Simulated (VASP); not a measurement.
# KCl (I4/mmm) in VASP: a series of runs

The runs below take KCl through single point, with PBE.

All numbers are computed with VASP 6.6.1; they aren't measurements. Logs are shortened: lines on timing, memory, paths and dates and some standing lists are left out, and cuts for length are marked.

## (1) The cell of the first run

The structure is tetragonal, space group I4/mmm (No. 139). The conventional cell has a = 4.579 Å, b = 4.579 Å, c = 6.246 Å, α = 90.00°, β = 90.00°, γ = 90.00°. K (site symmetry 4/mmm) has 6 Cl at 3.12 to 3.24 Å within 4.1 Å. Cl (site symmetry 4/mmm) has 6 K at 3.12 to 3.24 Å within 4.1 Å.

## (2) Single point, PBE (epitaxial xy strain +3.0%)

The input, INCAR:

```
PREC = Accurate ; ENCUT = 520
EDIFF = 1E-6 ; ISMEAR = 0
SIGMA = 0.01 ; LREAL = F
LASPH = T ; NELM = 100
ALGO = Normal ; ISIF = 2
LWAVE = F ; LCHARG = F
GGA = PE ; NBANDS = 15
```

The input, KPOINTS:

```
Automatic mesh
0
Gamma
  4 4 4
```

The input, POSCAR:

```
KCl
1.0
    0.0000000000      3.2376201114      3.1232421439
    3.2376201114      0.0000000000      3.1232421439
    3.2376201114      3.2376201114      0.0000000000
K Cl
1 1
Direct
    0.0000000000      0.0000000000      0.0000000000
    0.5000000000      0.5000000000      0.5000000000
```

Potentials or basis: VASP PAW PBE potentials, release 64 (K_sv, Cl).

Launch:

```bash
$ cat potpaw_PBE.64/K_sv/POTCAR potpaw_PBE.64/Cl/POTCAR > POTCAR
$ mpirun -np 1 vasp_std > vasp.out
```

OUTCAR:

```text
PREC = Accurate
   ENCUT = 520
   EDIFF = 1E-6
   ISMEAR = 0
   LREAL = F
   LASPH = T
   NELM = 100
   ISIF = 2
   GGA = PE

 ion  position               nearest neighbor table
   1  0.000  0.000  0.000-   2 3.12   2 3.12   2 3.24   2 3.24   2 3.24   2 3.24
   2  0.500  0.500  0.500-   1 3.12   1 3.12   1 3.24   1 3.24   1 3.24   1 3.24

  LATTYP: Found a body centered tetragonal cell.
 ALAT       =     4.5786862714
 C/A-ratio  =     1.3642525208

  Lattice vectors:

 A1 = (   0.0000000000,  -3.2376201114,  -3.1232421439)
 A2 = (   0.0000000000,   3.2376201114,  -3.1232421439)
 A3 = (   3.2376201114,   0.0000000000,   3.1232421439)

Analysis of symmetry for initial positions (statically):
=====================================================================
 Subroutine PRICEL returns:
 Original cell was already a primitive cell.

 Routine SETGRP: Setting up the symmetry group for a
 body centered tetragonal supercell.

 Subroutine GETGRP returns: Found 16 space group operations
 (whereof 16 operations were pure point group operations)
 out of a pool of 16 trial point group operations.

The static configuration has the point symmetry D_4h.

Analysis of symmetry for dynamics (positions and initial velocities):
=====================================================================
 Subroutine PRICEL returns:
 Original cell was already a primitive cell.

 Routine SETGRP: Setting up the symmetry group for a
 body centered tetragonal supercell.

 Subroutine GETGRP returns: Found 16 space group operations
 (whereof 16 operations were pure point group operations)
 out of a pool of 16 trial point group operations.

The dynamic configuration has the point symmetry D_4h.

 Subroutine INISYM returns: Found 16 space group operations
 (whereof 16 operations are pure point group operations),
 and found     1 'primitive' translations

----------------------------------------------------------------------------------------

                                     Primitive cell

  volume of cell :      65.4768

  direct lattice vectors                    reciprocal lattice vectors
     0.000000000  3.237620111  3.123242144    -0.154434425  0.154434425  0.160090053
     3.237620111  0.000000000  3.123242144     0.154434425 -0.154434425  0.160090053
     3.237620111  3.237620111  0.000000000     0.154434425  0.154434425 -0.160090053

  length of vectors
     4.498535926  4.498535926  4.578686271     0.270792925  0.270792925  0.270792925

  position of ions in fractional coordinates (direct lattice)
     0.000000000  0.000000000  0.000000000
     0.500000000  0.500000000  0.500000000

  ion indices of the primitive-cell ions
   primitive index   ion index
                 1           1
                 2           2

----------------------------------------------------------------------------------------

 KPOINTS: Automatic mesh

Automatic generation of k-mesh.
 Grid dimensions read from file:
 generate k-points for:    4    4    4

 Generating k-lattice:

  Cartesian coordinates                     Fractional coordinates (reciprocal lattice)
    -0.038608606  0.038608606  0.040022513     0.250000000  0.000000000  0.000000000
     0.038608606 -0.038608606  0.040022513     0.000000000  0.250000000  0.000000000
     0.038608606  0.038608606 -0.040022513    -0.000000000 -0.000000000  0.250000000

  Length of vectors
     0.067698231  0.067698231  0.067698231

  Shift w.r.t. Gamma in fractional coordinates (k-lattice)
     0.000000000  0.000000000  0.000000000

 Subroutine IBZKPT returns following result:
 ===========================================

 Found     13 irreducible k-points:

 Following reciprocal coordinates:
            Coordinates               Weight
  0.000000  0.000000  0.000000      1.000000
  0.250000  0.000000  0.000000      8.000000
  0.500000  0.000000  0.000000      4.000000
  0.250000  0.250000  0.000000      2.000000
  0.500000  0.250000  0.000000      8.000000
 -0.250000  0.250000  0.000000      4.000000
  0.500000  0.500000  0.000000      1.000000
  0.250000  0.000000  0.250000      4.000000
  0.500000  0.000000  0.250000     16.000000
 -0.250000  0.000000  0.250000      8.000000
 -0.250000  0.500000  0.250000      4.000000
  0.500000  0.000000  0.500000      2.000000
 -0.250000  0.250000  0.500000      2.000000
   k-points           NKPTS =     13   k-points in BZ     NKDIM =     13   number of bands    NBANDS=     15
   number of dos      NEDOS =    301   number of ions     NIONS =      2
   total plane-waves  NPLWV =  46656
   dimension x,y,z NGX =    36 NGY =   36 NGZ =   36
   dimension x,y,z NGXF=    72 NGYF=   72 NGZF=   72
   ions per type =               1   1
   NGX,Y,Z   is equivalent  to a cutoff of  13.30, 13.30, 13.07 a.u.
   NGXF,Y,Z  is equivalent  to a cutoff of  26.61, 26.61, 26.14 a.u.
 SYSTEM =  unknown system
   PREC   = accura    normal or accurate (medium, high low for compatibility)
   ISTART =      0    job   : 0-new  1-cont  2-samecut
   ICHARG =      2    charge: 1-file 2-atom 10-const
   ISPIN  =      1    spin polarized calculation?
   LNONCOLLINEAR =      F non collinear calculations
   LSORBIT =      F    spin-orbit coupling
   LASPH  =      T    aspherical Exc in radial PAW
   ENCUT  =  520.0 eV  38.22 Ry    6.18 a.u.   8.36  8.36  8.51*2*pi/ulx,y,z
   NELM   =    100;   NELMIN=  2; NELMDL= -5     # of ELM steps
   EDIFF  = 0.1E-05   stopping-criterion for ELM
   LREAL  =      F    real-space projection
   EDIFFG = 0.1E-04   stopping-criterion for IOM
   NSW    =      0    number of steps for IOM
   IBRION =     -1    ionic relax: 0-MD 1-quasi-New 2-CG
   NFREE  =      0    steps in history (QN), initial steepest desc. (CG)
   ISIF   =      2    stress and relaxation
   ISYM   =      2    0-nonsym 1-usesym 2-fastsym
   POTIM  = 0.5000    time-step for ionic-motion
   TEBEG  =    0.0;   TEEND  =   0.0 temperature during run
   PSTRESS=    0.0 pullay stress
   NELECT =      16.0000    total number of electrons
   NUPDOWN=      -1.0000    fix difference up-down
   EMIN   =  10.00;   EMAX   =-10.00  energy-range for DOS
   EFERMI =   0.00;   METHOD = LEGACY
   ISMEAR =     0;   SIGMA  =   0.01  broadening in eV -4-tet -1-fermi 0-gaus
   EFERMI_NEDOS =   21; number of points for ismear=-14 and -15
   IALGO  =     38    algorithm
   IMIX   =      4    mixing-type and parameters
     AMIX     =   0.40;   BMIX     =  1.00
     AMIX_MAG =   1.60;   BMIX_MAG =  1.00
  volume/ion in A,a.u.               =      32.74       220.93
  Fermi-wavevector in a.u.,A,eV,Ry     =   1.023495  1.934125 14.252672  1.047542
  Thomas-Fermi vector in A             =   2.157231
   LORBIT       =      0    0 simple, 1 ext, 2 COOP (PROOUT), +10 PAW based schemes
   GGA     = PE    functional components
   LHFCALC =     F    Hartree Fock is set to
   AEXX    =    0.0000 exact exchange contribution
   IVDW    =     0    specifies the selected vdW correction
   LEPSILON=     F    determine dielectric tensor
   LRPA    =     F    only Hartree local field effects (RPA)
 non-spin polarized calculation
 Gauss-broadening in eV      SIGMA  =   0.01
  energy-cutoff  :      520.00
  volume of cell :       65.48
 maximum number of plane-waves:      1776
 NGX is ok and might be reduce to    36
   NGX = 17   NGY = 17   NGZ = 17

 number of electron      15.9999999 magnetization

 Free energy of the ion-electron system (eV)
  ---------------------------------------------------
  ext. energy  EPLUGINS =         0.00000000
  ---------------------------------------------------
  free energy    TOTEN  =        -6.80541005 eV

  energy without entropy =       -6.80541005  energy(sigma->0) =       -6.80541005

 E-fermi :  -1.8796     XC(G=0):  -7.3365

 val. band max:       -2.0203544543   @ k =   0.0000   0.0000   0.0000
 cond. band min:       2.9843347412   @ k =   0.0000   0.0000   0.0000
 fundamental gap:      5.0046891956
 Fermi energy:        -1.8795955712

 k-point     1 :       0.0000    0.0000    0.0000
  band No.  band energies     occupation
      1     -29.3510      2.00000
      2     -14.0978      2.00000
      3     -12.8128      2.00000
      4     -12.8128      2.00000
      5     -12.8092      2.00000
      6      -2.0374      2.00000
      7      -2.0374      2.00000
      8      -2.0204      2.00000
      9       2.9843      0.00000
     10       6.2476      0.00000
     11       6.2476      0.00000
     12       6.4629      0.00000
     13       7.0808      0.00000
     14       7.2589      0.00000
     15      10.7768      0.00000

 k-point     2 :       0.2500    0.0000    0.0000
  band No.  band energies     occupation
      1     -29.3469      2.00000
      2     -14.1909      2.00000
      3     -12.8193      2.00000
      4     -12.8134      2.00000
      5     -12.6930      2.00000
      6      -2.5725      2.00000
      7      -2.1835      2.00000
      8      -2.1790      2.00000
      9       4.1948      0.00000
     10       6.0737      0.00000
     11       6.9766      0.00000
     12       7.0887      0.00000
     13       7.7981      0.00000
     14       8.0198      0.00000
     15      11.2322      0.00000

 k-point     3 :       0.5000    0.0000    0.0000
  band No.  band energies     occupation
      1     -29.3428      2.00000
      2     -14.2715      2.00000
      3     -12.8257      2.00000
      4     -12.8158      2.00000
      5     -12.5867      2.00000
      6      -3.0048      2.00000
      7      -2.3221      2.00000
      8      -2.3202      2.00000
      9       5.4103      0.00000
     10       6.3627      0.00000
     11       8.3027      0.00000
     12       8.3629      0.00000
     13       9.0469      0.00000
     14       9.3627      0.00000
     15       9.6288      0.00000
[... 145 lines left out ...]
 k-point    12 :       0.5000    0.0000    0.5000
  band No.  band energies     occupation
      1     -29.3409      2.00000
      2     -14.0115      2.00000
      3     -12.9279      2.00000
      4     -12.8578      2.00000
      5     -12.8506      2.00000
      6      -2.6706      2.00000
      7      -2.2336      2.00000
      8      -2.2275      2.00000
      9       4.5561      0.00000
     10       6.0729      0.00000
     11       7.6697      0.00000
     12       8.0892      0.00000
     13       8.3916      0.00000
     14       9.3638      0.00000
     15       9.5561      0.00000

 k-point    13 :      -0.2500    0.2500    0.5000
  band No.  band energies     occupation
      1     -29.3408      2.00000
      2     -14.1297      2.00000
      3     -12.8890      2.00000
      4     -12.8890      2.00000
      5     -12.6867      2.00000
      6      -2.5167      2.00000
      7      -2.4832      2.00000
      8      -2.4832      2.00000
      9       5.9958      0.00000
     10       5.9958      0.00000
     11       7.1423      0.00000
     12       7.5400      0.00000
     13       9.3958      0.00000
     14       9.7135      0.00000
     15      10.0129      0.00000

------------------------ aborting loop because EDIFF is reached ----------------------------------------

  FORCE on cell =-STRESS in cart. coord.  units (eV):
  Direction    XX          YY          ZZ          XY          YZ          ZX
  --------------------------------------------------------------------------------------
  -------------------------------------------------------------------------------------
  Total       -0.1724779     -0.1724779      0.2907615      0.0000000      0.0000000      0.0000000
  in kB       -4.2204296     -4.2204296      7.1147575      0.0000000      0.0000000      0.0000000
  external PRESSURE =      -0.4420339 kB  Pullay stress =       0.0000000 kB

 VOLUME and BASIS-vectors are now :
 -----------------------------------------------------------------------------
  energy-cutoff  :      520.00
  volume of cell :       65.48
      direct lattice vectors                 reciprocal lattice vectors
     0.000000000  3.237620111  3.123242144    -0.154434425  0.154434425  0.160090053
     3.237620111  0.000000000  3.123242144     0.154434425 -0.154434425  0.160090053
     3.237620111  3.237620111  0.000000000     0.154434425  0.154434425 -0.160090053

 POSITION                                       TOTAL-FORCE (eV/Angst)
 -----------------------------------------------------------------------------------
      0.00000      0.00000      0.00000         0.000000     -0.000000      0.000000
      3.23762      3.23762      3.12324        -0.000000      0.000000     -0.000000
 -----------------------------------------------------------------------------------
    total drift:                                0.000000      0.000000      0.000000

  FREE ENERGIE OF THE ION-ELECTRON SYSTEM (eV)
  ---------------------------------------------------
  free  energy   TOTEN  =        -6.8054100473 eV

  energy  without entropy=       -6.8054100473  energy(sigma->0) =       -6.80541005
```

Wall time 13 s (1 thread of Intel Xeon Platinum 8488C (Sapphire Rapids), shared host); peak memory 0.2 GiB.

Results:

| Property | Result |
| --- | --- |
| Free energy | -6.8054 eV |
| Pressure | 0.0 GPa |
| Band gap on the k mesh | 5.00 eV |

Levels at points of the mesh, in eV from the valence-band top:
| k point | band 6 | band 7 | band 8 | band 9 | band 10 | band 11 |
| --- | --- | --- | --- | --- | --- | --- |
| (0.00, 0.00, 0.00) | -0.02 | -0.02 | 0.00 | 5.00 | 8.27 | 8.27 |
| (0.50, 0.00, 0.00) | -0.98 | -0.30 | -0.30 | 7.43 | 8.38 | 10.32 |
| (0.50, 0.50, 0.00) | -0.60 | -0.25 | -0.25 | 6.52 | 8.15 | 9.92 |
| (0.50, 0.00, 0.50) | -0.65 | -0.21 | -0.21 | 6.58 | 8.09 | 9.69 |

Caveat: the k points lie up to 0.43 Å⁻¹ apart; the cell differs from its parent crystal (epitaxial xy strain +3.0%).

## (3) Single point, PBE (epitaxial xy strain +3.0%)

The input, INCAR:

```
SYSTEM = KCl
  ALGO = Normal
  EDIFF = 1E-6
  ENCUT = 520
  GGA = PE
  ISIF = 2
  ISMEAR = -1
  LASPH = .True.
  LCHARG = .False.
  LREAL = .False.
  LWAVE = .False.
  NBANDS = 15
  NELM = 60
  PREC = Accurate
  SIGMA = 0.02
```

The input, KPOINTS:

```
k-points
0
Gamma
  8 8 8
  0 0 0
```

POSCAR is that of step 2.

Potentials or basis: VASP PAW PBE potentials, release 64 (K_sv, Cl).

Launch:

```bash
$ cat potpaw_PBE.64/K_sv/POTCAR potpaw_PBE.64/Cl/POTCAR > POTCAR
$ mpirun -np 1 vasp_std > vasp.out
```

Wall time 47 s (1 thread of Intel Xeon Platinum 8488C (Sapphire Rapids), shared host); peak memory 0.22 GiB.

Results (log left out):

```yaml
Free_energy: -6.8056 eV
Pressure: 0.0 GPa
Band_gap_on_the_k_mesh: 5.00 eV
```

Stress tensor (GPa, compression positive):
```
-0.42  0.00  0.00
 0.00 -0.42  0.00
 0.00  0.00  0.71
```

Levels at points of the mesh, in eV from the valence-band top:
| k point | band 4 | band 5 | band 6 | band 7 | band 8 | band 9 | band 10 | band 11 | band 12 | band 13 |
| --- | --- | --- | --- | --- | --- | --- | --- | --- | --- | --- |
| (0.00, 0.00, 0.00) | -10.79 | -10.79 | -0.02 | -0.02 | 0.00 | 5.00 | 8.27 | 8.27 | 8.48 | 9.10 |
| (0.50, 0.00, 0.00) | -10.79 | -10.57 | -0.98 | -0.30 | -0.30 | 7.43 | 8.38 | 10.32 | 10.38 | 11.07 |
| (0.50, 0.50, 0.00) | -10.84 | -10.84 | -0.60 | -0.25 | -0.25 | 6.52 | 8.15 | 9.92 | 10.18 | 10.43 |
| (0.50, 0.00, 0.50) | -10.84 | -10.83 | -0.65 | -0.21 | -0.21 | 6.58 | 8.09 | 9.69 | 10.11 | 10.41 |

Caveat: the cell differs from its parent crystal (epitaxial xy strain +3.0%). A k mesh can miss the band edges.
